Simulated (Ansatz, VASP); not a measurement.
## Two plane-wave programs on Co

```
CELL_PARAMETERS angstrom
2.37937 0.00000 0.00000
-1.18969 2.06060 0.00000
0.00000 0.00000 3.83632
ATOMIC_POSITIONS crystal
Co 0.33333 0.66667 0.25000
Co 0.66667 0.33333 0.75000
```

Change from the starting cell: volume scaled by 0.94, PAW files.

Alike in both runs: task single point; functional LDA; k mesh 19 × 19 × 11; occupations fermi-dirac, width 0.08 eV; collinear spin.

|  | VASP | Ansatz |
| --- | --- | --- |
| version | VASP 6.6.1 | Ansatz 0.2.0 |
| potentials or method | VASP PAW LDA potentials, release 64 (Co) | PAW with Ansatz's default frozen-core files, scalar-relativistic |
| plane-wave cutoff (eV) | 520 | 420 |
| valence electrons in the cell | 18 | 34 |

```csv
,VASP,Ansatz,Ansatz less VASP
pressure (GPa),16.4,18.8,+2.38
"traceless stress, the component that is largest in VASP (GPa)",-0.29,0.00,+0.288
net moment per atom (μB),1.32,1.40,+0.081
size of the moment on the site where the two differ most (μB),1.31,1.44,+0.132
```

LDA's correlation is that of Perdew and Zunger in VASP and of Perdew and Wang (1992) in Ansatz. Site moments also hang on the region over which each program counts them. VASP's potentials hold 18 valence electrons a cell and Ansatz's 34, so a difference there can come from the potentials and not from the codes.
